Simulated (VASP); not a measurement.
A run of VASP 6.6.1:

The input INCAR:

```
SYSTEM = Sr
PREC     = Accurate       ! precision mode
ENCUT    = 520            ! plane-wave cutoff, eV
EDIFF    = 1E-6           ! SCF threshold, eV
ISMEAR   = 0              ! smearing method
SIGMA    = 0.03           ! smearing width, eV
LREAL    = .FALSE.        ! projectors in reciprocal space
LASPH    = .TRUE.         ! aspherical terms in the spheres
NELM     = 100            ! most SCF steps
ALGO     = Normal         ! electronic algorithm
ISIF     = 2              ! what is computed and relaxed
LWAVE    = .FALSE.        ! write WAVECAR
LCHARG   = .FALSE.        ! write CHGCAR
GGA      = PS             ! functional
NBANDS   = 11             ! bands
```

The input KPOINTS:

```
regular mesh
0
G
  6 6 8
  0 0 0
```

Contents of POSCAR:

```
Sr
1.0
   10.9876299658      0.0000000000      0.0000000000
   -5.4938149829      9.5155666777      0.0000000000
    0.0000000000      0.0000000000      4.4211119100
Sr
1
Direct
    0.0000000000      0.0000000000      0.0000000000
```

Potentials or basis: VASP PAW PBE potentials, release 64 (Sr_sv).

Run with:

```bash
$ cat potpaw_PBE.64/Sr_sv/POTCAR > POTCAR
$ mpirun -np 1 vasp_std > vasp.out
```

Hardware: 1 thread of Oxide Virtual Turin-like Processor, on a shared host.

**Question.** How long does it take, and how much memory?

**Answer.** Run time: 5.9 min on 1 thread of Oxide Virtual Turin-like Processor, on a shared host, peak memory 0.61 GiB. Counts: scf iterations 15, k points 35.
